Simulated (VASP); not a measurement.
# Pt: single point with PBE

Crystal: Pt.

```
Pt
1.0
     2.90340    0.00000    0.00000
    -1.45170    2.51442    0.00000
     0.00000    0.00000    4.54230
Pt
2
Direct
  0.66667 0.33333 0.75000
  0.33333 0.66667 0.25000
```

* Program: VASP 6.6.1
* Task: single point
* Functional: PBE
* Potentials or basis: VASP PAW PBE potentials, release 64 (Pt)
* Cutoff: 520 eV
* k mesh: 18 × 18 × 10
* Occupations: gaussian, width 0.15 eV
* Spin: no spin polarisation

The pressure is -10.5 GPa and the band gap on the k mesh is zero (band 10 reaches 9.81 eV, above the bottom of band 11 at 8.74 eV).

Stress tensor (GPa, compression positive):
```
-12.93   0.00   0.00
  0.00 -12.93   0.00
  0.00   0.00  -5.58
```

Levels at points of the mesh, in eV from the Fermi level:
```csv
k point,band 6,band 7,band 8,band 9,band 10,band 11,band 12,band 13,band 14,band 15
"(0.00, 0.00, 0.00)",-2.62,-2.62,-2.34,-2.34,-0.28,-0.28,0.24,5.65,14.64,17.20
"(0.50, 0.00, 0.00)",-2.73,-2.35,-0.18,0.15,0.26,1.89,3.06,7.58,9.29,9.57
"(0.00, 0.00, 0.50)",-3.29,-3.29,-3.29,-0.81,-0.81,-0.81,-0.81,13.60,13.60,15.28
"(0.50, 0.00, 0.50)",-2.02,-0.81,-0.81,0.03,0.03,1.65,1.65,5.79,5.79,14.66
```

Wall time 42 s on 1 thread of Intel(R) Xeon(R) 6975P-C (Granite Rapids), on a shared host, peak memory 0.23 GiB.

Caveat: spin-orbit coupling is left out, which moves the levels of the heavy elements.
